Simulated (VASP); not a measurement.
Write the native input for VASP 6.6.1 that does the following.

* Task: single point
* Functional: LDA
* Potentials or basis: VASP PAW LDA potentials, release 64 (Pd)
* Cutoff: 520 eV
* k mesh: 8 × 8 × 8
* Occupations: gaussian, width 0.1 eV
* Spin: no spin polarisation
* Dipole correction: no
* Further INCAR settings: ALGO = Normal; EDIFF = 1e-06; NBANDS = 11

The structure of Pd lies in POSCAR:

```
Pd
1.0
    0.0000000000      1.9465000000      1.9465000000
    1.9465000000      0.0000000000      1.9465000000
    1.9465000000      1.9465000000      0.0000000000
Pd
1
Direct
    0.0000000000      0.0000000000      0.0000000000
```

These files were run (other wordings do the same):

INCAR

```
SYSTEM = Pd
PREC     = Accurate       ! precision mode
ENCUT    = 520            ! plane-wave cutoff, eV
EDIFF    = 1E-6           ! SCF threshold, eV
ISMEAR   = 0              ! smearing method
SIGMA    = 0.1            ! smearing width, eV
LREAL    = .FALSE.        ! projectors in reciprocal space
LASPH    = .TRUE.         ! aspherical terms in the spheres
NELM     = 80             ! most SCF steps
ALGO     = Normal         ! electronic algorithm
ISIF     = 2              ! what is computed and relaxed
LWAVE    = .FALSE.        ! write WAVECAR
LCHARG   = .FALSE.        ! write CHGCAR
NBANDS   = 11             ! bands
```

KPOINTS

```
regular mesh
0
G
  8 8 8
  0 0 0
```

Potentials or basis: VASP PAW LDA potentials, release 64 (Pd).

The run is started by

```console
$ cat potpaw_LDA.64/Pd/POTCAR > POTCAR
$ mpirun -np 1 vasp_std > vasp.out
```

Results of the run:

```
Pressure               : -7.3 GPa
Band gap on the k mesh : zero (band 5 reaches 9.93 eV, above the bottom of band 6 at 8.33 eV)
```

Wall time 2.3 s on 1 thread of Intel(R) Xeon(R) 6975P-C (Granite Rapids) (shared host), peak memory 0.12 GiB.
